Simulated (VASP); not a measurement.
Set up this calculation in VASP 6.6.1, as the native input.

| Item | Value |
| --- | --- |
| Task | single point |
| Functional | PBEsol |
| Potentials or basis | VASP PAW PBE potentials, release 64 (Cr_pv, O) |
| Cutoff | 520 eV |
| k mesh | 6 × 6 × 9 |
| Occupations | fermi-dirac, width 0.05 eV |
| Spin | collinear spin, ferromagnetic start |
| Starting moments | [3.0, 3.0, 0.0, 0.0, 0.0, 0.0] μB |
| Dipole correction | no |
| Further INCAR settings | ALGO = Normal; EDIFF = 1e-06; NBANDS = 37 |

The structure of CrO2 lies in POSCAR:

```
CrO2
1.0
    4.3612959848      0.0000000000      0.0000000000
    0.0000000000      4.3612959848      0.0000000000
    0.0000000000      0.0000000000      2.8749230487
Cr O
2 4
Direct
    0.5000000000      0.5000000000      0.5000000000
    0.0000000000      0.0000000000      0.0000000000
    0.8029115100      0.1970884900      0.5000000000
    0.6970884900      0.6970884900      0.0000000000
    0.1970884900      0.8029115100      0.5000000000
    0.3029115100      0.3029115100      0.0000000000
```

These files were run (other wordings do the same):

INCAR

```
PREC = Accurate
ENCUT = 520
EDIFF = 1E-6
ISMEAR = -1
SIGMA = 0.05
LREAL = F
LASPH = T
NELM = 150
ALGO = Normal
ISIF = 2
LWAVE = F
LCHARG = T
ISPIN = 2
MAGMOM = 3 3 0 0 0 0
LORBIT = 11
LMAXMIX = 4
GGA = PS
LELF = T
LVHAR = T
NBANDS = 37
```

KPOINTS

```
Automatic mesh
0
Gamma
  6 6 9
```

Potentials or basis: VASP PAW PBE potentials, release 64 (Cr_pv, O).

The run is started by

```sh
$ cat potpaw_PBE.64/Cr_pv/POTCAR potpaw_PBE.64/O/POTCAR > POTCAR
$ mpirun -np 1 vasp_std > vasp.out
```

Results of the run:

```json
{
 "Pressure": "5.6 GPa",
 "Largest force": "0.019 eV/Å",
 "Band gap on the k mesh": "zero (filled and empty bands overlap)",
 "Net moment": "4.00 μB per cell",
 "Site moments": "Cr +2.05; O -0.06 μB",
 "Valence electrons inside the program's atomic spheres": "Cr 11.00; O 5.04"
}
```

Caveat: the cell stands under pressure; the PAW data sets were made with another functional, which shifts forces and pressure a little; semilocal functionals often make such compounds metallic where correlation or magnetic order opens a gap, which also shifts bond lengths; the run started ferromagnetic, and an antiferromagnetic order may lie lower in energy.

It took 2.2 min on 1 thread of Intel(R) Xeon(R) Platinum 8488C (Sapphire Rapids), with other jobs on the host, peak memory 0.27 GiB.
